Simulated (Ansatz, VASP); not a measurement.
# Ti3Se: VASP beside Ansatz

```
Ti Se
1.0
     4.11330    0.00000    0.00000
     0.00000    4.11330    0.00000
     0.00000    0.00000    4.11330
Ti Se
3 1
Cartesian
  0.0000 2.0566 2.0566
  2.0566 0.0000 2.0566
  2.0566 2.0566 0.0000
  0.0000 0.0000 0.0000
```

Alike in both runs: task relaxation of cell and atoms; functional PBE; k mesh 4 × 4 × 4; occupations gaussian, width 0.1 eV; no spin polarisation.

|  | VASP | Ansatz |
| --- | --- | --- |
| version | VASP 6.6.1 | Ansatz 0.2.0 |
| potentials or method | VASP PAW PBE potentials, release 64 (Ti_sv, Se), cutoff 600 eV | scalar-relativistic, plane waves, PAW |
| valence electrons in the cell | 42 | 52 |

Ansatz gave:

| Quantity | Value |
| --- | --- |
| gap on the k mesh at the Fermi level, each at its own relaxed structure (eV) | none |
| relaxed volume (Å³/atom) | 15.89 |
| relaxed cell length with the largest relative difference (Å) | 3.991 |

Estimate VASP's values.

gap on the k mesh at the Fermi level, each at its own relaxed structure (eV): none; relaxed volume (Å³/atom): 15.88; relaxed cell length with the largest relative difference (Å): 3.990.

A gap of «none» marks a metal or a gap that the smearing closes. VASP's potentials hold 42 valence electrons a cell and Ansatz's 52, so a difference there can come from the potentials and not from the codes.

The k mesh is coarse, so the values compare programs but aren't converged.
